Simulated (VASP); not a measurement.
# Cr (P6_3/mmc) in VASP: a series of runs

The runs below take Cr through single point, relaxation of cell and atoms, with PBE, PBEsol+D4, PBEsol-based screened hybrid with 25 % exact exchange.

Program: VASP 6.6.1. These are calculated values, not measurements. Logs are shortened: lines on timing, memory, paths and dates and some standing lists are left out, and cuts for length are marked.

## (1) The cell of the first run

It takes space group P6_3/mmc (No. 194, hexagonal). The conventional cell has a = 2.714 Å, b = 2.714 Å, c = 4.410 Å, α = 90.00°, β = 90.00°, γ = 120.00°. Within 3.6 Å of Cr (site symmetry -6m2) lie 12 Cr at 2.71 Å.

This isn't the form of Cr at room conditions, which is bcc.

## (2) Single point, PBE, collinear spin, ferromagnetic start

Contents of INCAR:

```
ALGO     = Fast           # electronic algorithm
EDIFF    = 1E-6           # SCF threshold, eV
ENCUT    = 520            # plane-wave cutoff, eV
GGA      = PE             # functional
ISIF     = 2              # what is computed and relaxed
ISMEAR   = 0              # smearing method
ISPIN    = 2              # spin polarisation
LASPH    = T              # aspherical terms in the spheres
LCHARG   = T              # write CHGCAR
LELF     = T              # ELF
LMAXMIX  = 4              # l up to which the mixer works
LORBIT   = 11             # projections on sites
LREAL    = F              # projectors in reciprocal space
LVHAR    = T            
LWAVE    = F              # write WAVECAR
MAGMOM   = 3 3            # initial moments
NBANDS   = 23             # bands
NELM     = 150            # most SCF steps
PREC     = Accurate       # precision mode
SIGMA    = 0.026000000000000002 # smearing width, eV
```

Contents of KPOINTS:

```
k-points
0
Gamma
  11 11 6
```

Contents of POSCAR:

```
Cr
1.0
    2.7140000000      0.0000000000      0.0000000000
   -1.3570000000      2.3503929459      0.0000000000
    0.0000000000      0.0000000000      4.4100000000
Cr
2
Direct
    0.6666666667      0.3333333333      0.7500000000
    0.3333333333      0.6666666667      0.2500000000
```

Potentials or basis: VASP PAW PBE potentials, release 64 (Cr_pv).

The run is started by

```
> cat potpaw_PBE.64/Cr_pv/POTCAR > POTCAR
> mpirun -np 1 vasp_std > vasp.out
```

OUTCAR:

```text
EDIFF = 1E-6
   ENCUT = 520
   GGA = PE
   ISIF = 2
   ISMEAR = 0
   ISPIN = 2
   LASPH = T
   LORBIT = 11
   LREAL = F
   NELM = 150
   PREC = Accurate

 ion  position               nearest neighbor table
   1  0.667  0.333  0.750-   2 2.71   2 2.71   2 2.71   2 2.71   2 2.71   2 2.71
   2  0.333  0.667  0.250-   1 2.71   1 2.71   1 2.71   1 2.71   1 2.71   1 2.71

  LATTYP: Found a hexagonal cell.
 ALAT       =     2.7140000000
 C/A-ratio  =     1.6249078850

  Lattice vectors:

 A1 = (   2.7140000000,   0.0000000000,   0.0000000000)
 A2 = (  -1.3570000000,   2.3503929459,   0.0000000000)
 A3 = (   0.0000000000,   0.0000000000,   4.4100000000)

Analysis of symmetry for initial positions (statically):
=====================================================================
 Subroutine PRICEL returns:
 Original cell was already a primitive cell.

 Routine SETGRP: Setting up the symmetry group for a
 hexagonal supercell.

 Subroutine GETGRP returns: Found 24 space group operations
 (whereof 12 operations were pure point group operations)
 out of a pool of 24 trial point group operations.

The static configuration has the point symmetry D_3d.
 The point group associated with its full space group is D_6h.

Analysis of symmetry for dynamics (positions and initial velocities):
=====================================================================
 Subroutine PRICEL returns:
 Original cell was already a primitive cell.

 Routine SETGRP: Setting up the symmetry group for a
 hexagonal supercell.

 Subroutine GETGRP returns: Found 24 space group operations
 (whereof 12 operations were pure point group operations)
 out of a pool of 24 trial point group operations.

The dynamic configuration has the point symmetry D_3d.
 The point group associated with its full space group is D_6h.

Analysis of structural, dynamic, and magnetic symmetry:
=====================================================================
 Subroutine PRICEL returns:
 Original cell was already a primitive cell.

 Routine SETGRP: Setting up the symmetry group for a
 hexagonal supercell.

 Subroutine GETGRP returns: Found 24 space group operations
 (whereof 12 operations were pure point group operations)
 out of a pool of 24 trial point group operations.

The overall configuration has the point symmetry D_3d.
 The point group associated with its full space group is D_6h.

 Subroutine INISYM returns: Found 24 space group operations
 (whereof 12 operations are pure point group operations),
 and found     1 'primitive' translations

----------------------------------------------------------------------------------------

                                     Primitive cell

  volume of cell :      28.1312

  direct lattice vectors                    reciprocal lattice vectors
     2.714000000  0.000000000  0.000000000     0.368459838  0.212730387  0.000000000
    -1.357000000  2.350392946  0.000000000     0.000000000  0.425460773  0.000000000
     0.000000000  0.000000000  4.410000000     0.000000000  0.000000000  0.226757370

  length of vectors
     2.714000000  2.714000000  4.410000000     0.425460773  0.425460773  0.226757370

  position of ions in fractional coordinates (direct lattice)
     0.666666667  0.333333333  0.750000000
     0.333333333  0.666666667  0.250000000

  ion indices of the primitive-cell ions
   primitive index   ion index
                 1           1
                 2           2

----------------------------------------------------------------------------------------

 KPOINTS: k-points

Automatic generation of k-mesh.
 Grid dimensions read from file:
 generate k-points for:   11   11    6

 Generating k-lattice:

  Cartesian coordinates                     Fractional coordinates (reciprocal lattice)
     0.033496349  0.019339126  0.000000000     0.090909091  0.000000000  0.000000000
     0.000000000  0.038678252  0.000000000     0.000000000  0.090909091  0.000000000
     0.000000000  0.000000000  0.037792895     0.000000000  0.000000000  0.166666667

  Length of vectors
     0.038678252  0.038678252  0.037792895

  Shift w.r.t. Gamma in fractional coordinates (k-lattice)
     0.000000000  0.000000000  0.000000000

 Subroutine IBZKPT returns following result:
 ===========================================

 Found     64 irreducible k-points:

 Following reciprocal coordinates:
            Coordinates               Weight
  0.000000  0.000000  0.000000      1.000000
  0.090909 -0.000000  0.000000      6.000000
  0.181818  0.000000  0.000000      6.000000
  0.272727  0.000000  0.000000      6.000000
  0.363636 -0.000000  0.000000      6.000000
  0.454545 -0.000000  0.000000      6.000000
[... 16 lines left out ...]
  0.090909  0.090909  0.166667     12.000000
  0.181818  0.090909  0.166667     24.000000
 [... further k-points ...]
   k-points           NKPTS =     64   k-points in BZ     NKDIM =     64   number of bands    NBANDS=     23
   number of dos      NEDOS =    301   number of ions     NIONS =      2
   total plane-waves  NPLWV =  14400
   dimension x,y,z NGX =    20 NGY =   20 NGZ =   36
   dimension x,y,z NGXF=    40 NGYF=   40 NGZF=   72
   ions per type =               2
   NGX,Y,Z   is equivalent  to a cutoff of  12.25, 12.25, 13.57 a.u.
   NGXF,Y,Z  is equivalent  to a cutoff of  24.50, 24.50, 27.14 a.u.
 SYSTEM =  unknown system
   PREC   = accura    normal or accurate (medium, high low for compatibility)
   ISTART =      0    job   : 0-new  1-cont  2-samecut
   ICHARG =      2    charge: 1-file 2-atom 10-const
   ISPIN  =      2    spin polarized calculation?
   LNONCOLLINEAR =      F non collinear calculations
   LSORBIT =      F    spin-orbit coupling
   LASPH  =      T    aspherical Exc in radial PAW
   ENCUT  =  520.0 eV  38.22 Ry    6.18 a.u.   5.05  5.05  8.20*2*pi/ulx,y,z
   NELM   =    150;   NELMIN=  2; NELMDL= -5     # of ELM steps
   EDIFF  = 0.1E-05   stopping-criterion for ELM
   LREAL  =      F    real-space projection
   EDIFFG = 0.1E-04   stopping-criterion for IOM
   NSW    =      0    number of steps for IOM
   IBRION =     -1    ionic relax: 0-MD 1-quasi-New 2-CG
   NFREE  =      0    steps in history (QN), initial steepest desc. (CG)
   ISIF   =      2    stress and relaxation
   ISYM   =      2    0-nonsym 1-usesym 2-fastsym
   POTIM  = 0.5000    time-step for ionic-motion
   TEBEG  =    0.0;   TEEND  =   0.0 temperature during run
   PSTRESS=    0.0 pullay stress
   NELECT =      24.0000    total number of electrons
   NUPDOWN=      -1.0000    fix difference up-down
   EMIN   =  10.00;   EMAX   =-10.00  energy-range for DOS
   EFERMI =   0.00;   METHOD = LEGACY
   ISMEAR =     0;   SIGMA  =   0.03  broadening in eV -4-tet -1-fermi 0-gaus
   EFERMI_NEDOS =   21; number of points for ismear=-14 and -15
   IALGO  =     68    algorithm
   IMIX   =      4    mixing-type and parameters
     AMIX     =   0.40;   BMIX     =  1.00
     AMIX_MAG =   1.60;   BMIX_MAG =  1.00
  volume/ion in A,a.u.               =      14.07        94.92
  Fermi-wavevector in a.u.,A,eV,Ry     =   1.552681  2.934142 32.801180  2.410819
  Thomas-Fermi vector in A             =   2.657021
   LORBIT       =     11    0 simple, 1 ext, 2 COOP (PROOUT), +10 PAW based schemes
   GGA     = PE    functional components
   LHFCALC =     F    Hartree Fock is set to
   AEXX    =    0.0000 exact exchange contribution
   IVDW    =     0    specifies the selected vdW correction
   LEPSILON=     F    determine dielectric tensor
   LRPA    =     F    only Hartree local field effects (RPA)
 spin polarized calculation
 RMM-DIIS sequential band-by-band and
 Gauss-broadening in eV      SIGMA  =   0.03
  energy-cutoff  :      520.00
  volume of cell :       28.13
 maximum number of plane-waves:       772
   NGX = 11   NGY = 11   NGZ = 17

 number of electron      24.0000005 magnetization       2.0929537

 Free energy of the ion-electron system (eV)
  ---------------------------------------------------
  ext. energy  EPLUGINS =         0.00000000
  ---------------------------------------------------
  free energy    TOTEN  =       -17.70411473 eV

  energy without entropy =      -17.70311682  energy(sigma->0) =      -17.70361577

 E-fermi :   8.3307     XC(G=0): -12.5388

 val. band max:        8.3298828389   @ k =   0.0909  -0.0000   0.0000
 cond. band min:       8.3350006754   @ k =   0.4545  -0.0000   0.1667
 fundamental gap:      0.0051178365
 Fermi energy:         8.3307413454

 spin component 1

 k-point     1 :       0.0000    0.0000    0.0000
  band No.  band energies     occupation
      1     -35.1997      1.00000
      2     -34.8719      1.00000
      3     -34.8719      1.00000
      4     -34.8059      1.00000
      5     -34.8059      1.00000
      6     -34.7162      1.00000
[... 15 lines left out ...]
     22      26.1687      0.00000
     23      28.7858      0.00000
[... 575 lines left out ...]
      1     -35.1163      1.00000
      2     -35.0087      1.00000
      3     -34.9901      1.00000
      4     -34.9146      1.00000
      5     -34.8499      1.00000
      6     -34.7651      1.00000
[... 15 lines left out ...]
     22      21.2293      0.00000
     23      23.1202      0.00000

 [... further k-points ...]

 spin component 2

 k-point     1 :       0.0000    0.0000    0.0000
  band No.  band energies     occupation
      1     -34.2945      1.00000
      2     -33.8597      1.00000
      3     -33.8597      1.00000
      4     -33.7988      1.00000
      5     -33.7924      1.00000
      6     -33.7924      1.00000
[... 15 lines left out ...]
     22      26.3116      0.00000
     23      29.0209      0.00000
[... 575 lines left out ...]
      1     -34.1980      1.00000
      2     -34.0097      1.00000
      3     -33.9896      1.00000
      4     -33.9072      1.00000
      5     -33.8422      1.00000
      6     -33.8347      1.00000
[... 15 lines left out ...]
     22      21.7372      0.00000
     23      23.6171      0.00000

 [... further k-points ...]

------------------------ aborting loop because EDIFF is reached ----------------------------------------

  FORCE on cell =-STRESS in cart. coord.  units (eV):
  Direction    XX          YY          ZZ          XY          YZ          ZX
  --------------------------------------------------------------------------------------
  -------------------------------------------------------------------------------------
  Total       -4.7087228     -4.7087228     -4.3756976     -0.0000000     -0.0000000      0.0000000
  in kB     -268.1790200   -268.1790200   -249.2120168     -0.0000000     -0.0000000      0.0000000
  external PRESSURE =    -261.8566856 kB  Pullay stress =       0.0000000 kB

 VOLUME and BASIS-vectors are now :
 -----------------------------------------------------------------------------
  energy-cutoff  :      520.00
  volume of cell :       28.13
      direct lattice vectors                 reciprocal lattice vectors
     2.714000000  0.000000000  0.000000000     0.368459838  0.212730387  0.000000000
    -1.357000000  2.350392946  0.000000000     0.000000000  0.425460773  0.000000000
     0.000000000  0.000000000  4.410000000     0.000000000  0.000000000  0.226757370

 POSITION                                       TOTAL-FORCE (eV/Angst)
 -----------------------------------------------------------------------------------
      1.35700      0.78346      3.30750         0.000000     -0.000000      0.000000
     -0.00000      1.56693      1.10250        -0.000000      0.000000      0.000000
 -----------------------------------------------------------------------------------
    total drift:                               -0.000000      0.000000     -0.000000

  FREE ENERGIE OF THE ION-ELECTRON SYSTEM (eV)
  ---------------------------------------------------
  free  energy   TOTEN  =       -17.7041147252 eV

  energy  without entropy=      -17.7031168198  energy(sigma->0) =      -17.70361577

 total charge

# of ion       s       p       d       tot
------------------------------------------
    1        0.382   6.278   4.056  10.716
    2        0.382   6.278   4.056  10.716
--------------------------------------------------
tot          0.765  12.557   8.111  21.433

 magnetization (x)

# of ion       s       p       d       tot
------------------------------------------
    1        0.002   0.025   0.926   0.954
    2        0.002   0.025   0.926   0.954
--------------------------------------------------
tot          0.004   0.050   1.852   1.907
```

Run time: 1.9 min. Hardware: 1 thread of Intel Xeon 6975P-C (Granite Rapids), shared host; peak memory 0.19 GiB.

Results:

* Free energy: -17.7041 eV
* Pressure: -26.2 GPa
* Net moment: 2.09 μB per cell
* Site moments: Cr +0.95 μB
* Valence electrons inside the program's atomic spheres: Cr 10.72

Caveat: the cell stands under tension; an empty level that is flat over the whole mesh can mark a ghost state of the potentials, or a narrow d or f band.

## (3) Relaxation of cell and atoms, PBEsol+D4, collinear spin, ferromagnetic start

Contents of INCAR:

```
SYSTEM = Cr
PREC = Accurate ; ENCUT = 600
EDIFF = 1E-7 ; ISMEAR = -1
SIGMA = 0.05 ; LREAL = .False.
LASPH = .True. ; NELM = 150
ALGO = Normal ; ISIF = 3
LWAVE = .False. ; LCHARG = .False.
ISPIN = 2 ; MAGMOM = 3 3
LORBIT = 11 ; LMAXMIX = 4
GGA = PS ; IVDW = 13
IBRION = 2 ; NSW = 60
EDIFFG = -0.01
```

Contents of KPOINTS:

```
regular mesh
0
Gamma
  11 11 6
  0 0 0
```

POSCAR is that of step 2.

Potentials or basis: VASP PAW PBE potentials, release 64 (Cr_pv).

The run is started by

```
> cat potpaw_PBE.64/Cr_pv/POTCAR > POTCAR
> mpirun -np 1 vasp_std > vasp.out
```

Run time: 5 min. Hardware: 1 thread of Intel Xeon 6975P-C (Granite Rapids), shared host; peak memory 0.22 GiB.

Results (log left out):

| Item | Value |
| --- | --- |
| Free energy | -20.1954 eV |
| Relaxed volume | 11.31 Å³/atom |
| Relaxed cell | a = 2.443 Å, b = 2.443 Å, c = 4.376 Å, α = 90.00°, β = 90.00°, γ = 120.00° |
| Space group after relaxing (to 0.1 Å) | P6_3/mmc (No. 194) |
| Energy gained by relaxing | 425.0 meV/atom |
| Ionic steps | 14 |
| Pressure after relaxing | 0.0 GPa |
| Band gap on the k mesh | zero (filled and empty bands overlap) |
| Net moment | 0.00 μB per cell |
| Valence electrons inside the program's atomic spheres | Cr 11.13 |
| Dispersion energy per atom | -0.264 eV |

The path:
| step | energy change (eV) | largest force (eV/Å) | pressure (GPa) | volume (Å³) |
| --- | --- | --- | --- | --- |
| 1 | 0.0000 | 0.0000 | -34.54 | 28.13 |
| 2 | 0.6798 | 0.0000 | 114.21 | 17.50 |
| 3 | -0.7637 | 0.0000 | -2.97 | 22.83 |
| 4 | -0.7666 | 0.0000 | -0.52 | 22.62 |
| 5 | -0.7669 | 0.0000 | 0.70 | 22.51 |
| 6 | -0.8243 | 0.0000 | 2.69 | 22.36 |
| 7 | -0.6645 | 0.0000 | 15.56 | 21.74 |
| 8 | -0.8417 | 0.0000 | 4.29 | 22.25 |
| 9 | -0.8431 | 0.0000 | 5.19 | 22.20 |
| 10 | -0.8269 | 0.0000 | -7.62 | 23.37 |
| 11 | -0.8498 | 0.0000 | 0.34 | 22.61 |
| 12 | -0.8498 | 0.0000 | 0.45 | 22.60 |
| 13 | -0.8500 | 0.0000 | -0.11 | 22.63 |
| 14 | -0.8501 | 0.0000 | 0.00 | 22.62 |

Final structure:
```xyz
2
Lattice="2.4434 0.0000 0.0000 -1.2217 2.1161 0.0000 0.0000 0.0000 4.3757" Properties=species:S:1:pos:R:3 pbc="T T T"
Cr    1.2217    0.7054    3.2818
Cr    0.0000    1.4107    1.0939
```

Levels at points of the mesh, in eV from the Fermi level:
Spin up:
| k point | band 10 | band 11 | band 12 | band 13 | band 14 | band 15 |
| --- | --- | --- | --- | --- | --- | --- |
| (0.00, 0.00, 0.00) | -0.39 | -0.39 | -0.21 | -0.04 | -0.04 | 1.13 |
| (0.00, 0.00, 0.50) | -1.72 | -0.37 | -0.37 | -0.37 | -0.37 | 1.91 |
Spin down:
| k point | band 10 | band 11 | band 12 | band 13 | band 14 | band 15 |
| --- | --- | --- | --- | --- | --- | --- |
| (0.00, 0.00, 0.00) | -0.39 | -0.39 | -0.21 | -0.04 | -0.04 | 1.13 |
| (0.00, 0.00, 0.50) | -1.72 | -0.37 | -0.37 | -0.37 | -0.37 | 1.91 |

Caveat: the volume moved by over 15 % at a fixed basis, so the end points are rough; the PAW data sets were made with another functional, which shifts forces and pressure a little.

## (4) Single point, PBEsol-based screened hybrid with 25 % exact exchange, collinear spin, ferromagnetic start

This run uses another cell than the first one, of 13.58 Å³/atom.

Contents of POSCAR:

```
Cr
1.0
    2.6736442999      0.0000000000      0.0000000000
   -1.3368221499      2.3154438844      0.0000000000
    0.0000000000      0.0000000000      4.3864171171
Cr
2
Direct
    0.6666666667      0.3333333333      0.7500000000
    0.3333333333      0.6666666667      0.2500000000
```

Contents of INCAR.step1:

```
SYSTEM = Cr
  ALGO = Normal
  EDIFF = 1E-5
  ENCUT = 520
  GGA = PE
  ISIF = 2
  ISMEAR = -1
  ISPIN = 2
  LASPH = .TRUE.
  LCHARG = .FALSE.
  LMAXMIX = 4
  LORBIT = 11
  LREAL = .FALSE.
  LWAVE = .TRUE.
  MAGMOM = 3 3
  NBANDS = 23
  NELM = 150
  PREC = Accurate
  SIGMA = 0.05
```

Contents of INCAR.step2:

```
SYSTEM = Cr
  AEXX = 0.25
  ALGO = Normal
  EDIFF = 1E-6
  ENCUT = 520
  GGA = PS
  HFSCREEN = 0.207
  ISIF = 2
  ISMEAR = -1
  ISPIN = 2
  ISTART = 1
  LASPH = .TRUE.
  LCHARG = .FALSE.
  LHFCALC = .TRUE.
  LMAXMIX = 4
  LORBIT = 11
  LREAL = .FALSE.
  LWAVE = .FALSE.
  MAGMOM = 3 3
  NBANDS = 23
  NELM = 150
  PREC = Accurate
  PRECFOCK = Normal
  SIGMA = 0.05
```

Contents of KPOINTS:

```
k-points
0
G
  6 6 3
  0 0 0
```

The run is started by

```
> cat potpaw_PBE.64/Cr_pv/POTCAR > POTCAR
> cp INCAR.step1 INCAR
> mpirun -np 1 vasp_std > vasp.out
> cp INCAR.step2 INCAR
> mpirun -np 1 vasp_std > vasp.out
```

It took 1.8 h on 1 thread of Intel Xeon Platinum 8375C at 2.90GHz (Ice Lake), shared host; peak memory 0.27 GiB.

The run converged. Its results:

```
Free energy                                           : -23.2472 eV
Pressure                                              : -14.1 GPa
Net moment                                            : 4.44 μB per cell
Site moments                                          : Cr +2.14 μB
Valence electrons inside the program's atomic spheres : Cr 10.81
```

Stress tensor (GPa, compression positive):
```
-11.19   0.00   0.00
  0.00 -11.19   0.00
  0.00   0.00 -20.05
```

Levels at points of the mesh, in eV from the Fermi level:
Spin up:
```
           k point  band 10  band 11  band 12  band 13  band 14  band 15  band 16  band 17  band 18  band 19
(0.00, 0.00, 0.00)    -1.97    -1.92    -1.73    -1.73    -1.58    -1.58    -0.20     0.09     0.09     7.88
(0.50, 0.00, 0.00)    -2.81    -2.51    -1.96    -1.30     0.32     1.18     1.37     3.00     4.83     8.76
```
Spin down:
```tsv
k point	band 8	band 9	band 10	band 11	band 12	band 13
(0.00, 0.00, 0.00)	-3.24	0.34	1.69	1.69	1.70	2.24
(0.50, 0.00, 0.00)	-2.52	-1.89	-0.90	1.53	1.97	2.03
```

Caveat: the k points lie up to 0.48 Å⁻¹ apart; the PAW data sets were made with another functional, which shifts forces and pressure a little.
